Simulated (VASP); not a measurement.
Runs of VASP 6.6.1 on Ag. The structure is that of space group Im-3m (No. 229), or close to it. The cells are those of the table. 

| cell | k mesh | gap on the mesh (eV) | pressure (GPa) |
| --- | --- | --- | --- |
| a = 2.677 Å, angles 109.5°, 1 atom | 15 × 15 × 15 | none | 20.6 |
| a = 2.866 Å, angles 109.5°, 1 atom | 15 × 15 × 15 | none | (a) |
| a = 2.901 Å, angles 109.5°, 1 atom | 15 × 15 × 15 | none | -9.7 |
| a = 2.717 Å, angles 109.5°, 1 atom | 15 × 15 × 15 | none | 11.7 |
| a = 2.794 Å, angles 109.5°, 1 atom | 15 × 15 × 15 | none | -0.3 |
| a = 2.794 Å, angles 109.5°, 1 atom | 22 × 22 × 22 | none | -0.3 |
| a = 2.756 Å, angles 109.5°, 1 atom | 15 × 15 × 15 | none | (b) |
| a = 2.830 Å, angles 109.5°, 1 atom | 15 × 15 × 15 | none | -4.3 |

Alike in all rows: task single point; level PBEsol; potentials or basis VASP PAW PBE potentials, release 64 (Ag); no spin polarisation; cutoff (eV) 520; smearing fermi-dirac 0.1 eV.

Q: Fill in the values left out.

A: (a) -7.4; (b) 4.9.

Caveats: the PAW data sets were made with another functional, which shifts forces and pressure a little.

A k mesh can miss the band edges, and the runs leave out spin-orbit coupling on Ag.

A gap of «none» marks levels without a gap at the run's occupations.
